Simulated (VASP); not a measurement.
A run of VASP 6.6.1 is set up as follows.

INCAR

```
SYSTEM = Be16H
ALGO = Normal
EDIFF = 1E-6
ENCUT = 520
GGA = PE
ISIF = 2
ISMEAR = 0
IVDW = 12
LASPH = .TRUE.
LCHARG = .FALSE.
LREAL = Auto
LWAVE = .FALSE.
NBANDS = 30
NELM = 60
PREC = Accurate
SIGMA = 0.05
```

The input KPOINTS:

```
k-points
0
G
  5 6 4
  0 0 0
```

Contents of POSCAR:

```
Be16H
1.0
   -2.2900000000     -3.9663960000      0.0000000000
    3.4350000000     -1.9831980000      0.0000000000
    0.0000000000      0.0000000000      7.1768600000
Be H
16 1
Direct
    0.7489506634      0.5047161628     -0.0007893424
    0.4943981474      0.3399641215      0.2386476816
    0.7746648199      0.5269980895      0.5032564381
    0.4976631450      0.3371387488      0.7550740853
    0.4958200525      0.0004116216     -0.0004433694
    0.2453804977      0.8343311033      0.2483764488
    0.4931614287     -0.0339872863      0.5033130088
    0.2459166402      0.8356448635      0.7486119278
    0.2432912439      0.5067091553     -0.0034464933
    0.0030208787      0.3373909206      0.2450954874
    0.2403348043      0.5014758957      0.4974541791
   -0.0007801519      0.3375116309      0.7487465270
   -0.0025377265      0.0058781969     -0.0016479352
    0.7521307051      0.8353925225      0.2468002720
    0.0032672563      0.0124963659      0.4989471719
    0.7480795286      0.8399208502      0.7502049643
    0.5553856534      0.2979322114      0.4374766959
```

Potentials or basis: VASP PAW PBE potentials, release 64 (Be, H).

The run is started by

```bash
$ cat potpaw_PBE.64/Be/POTCAR potpaw_PBE.64/H/POTCAR > POTCAR
$ mpirun -np 1 vasp_std > vasp.out
```

Task: Estimate the largest force.

Result: 0.759 eV/Å.

Task: Predict the pressure.

Result: -6.3 GPa.

Forces on the atoms (eV/Å):
```
Be  -0.019 -0.027 -0.012
Be  -0.077 -0.034 -0.028
Be  -0.075 -0.081 -0.037
Be  -0.036 -0.024  0.009
Be  -0.035 -0.014 -0.027
Be  -0.023 -0.016 -0.020
Be  -0.082 -0.029 -0.042
Be  -0.034 -0.017 -0.038
Be  -0.036 -0.013  0.003
Be  -0.016  0.018 -0.005
Be  -0.084 -0.043 -0.031
Be  -0.032 -0.015 -0.016
Be  -0.023 -0.017 -0.016
Be   0.003 -0.018 -0.002
Be  -0.005  0.008 -0.026
Be  -0.030 -0.010 -0.031
H    0.602  0.334  0.319
```
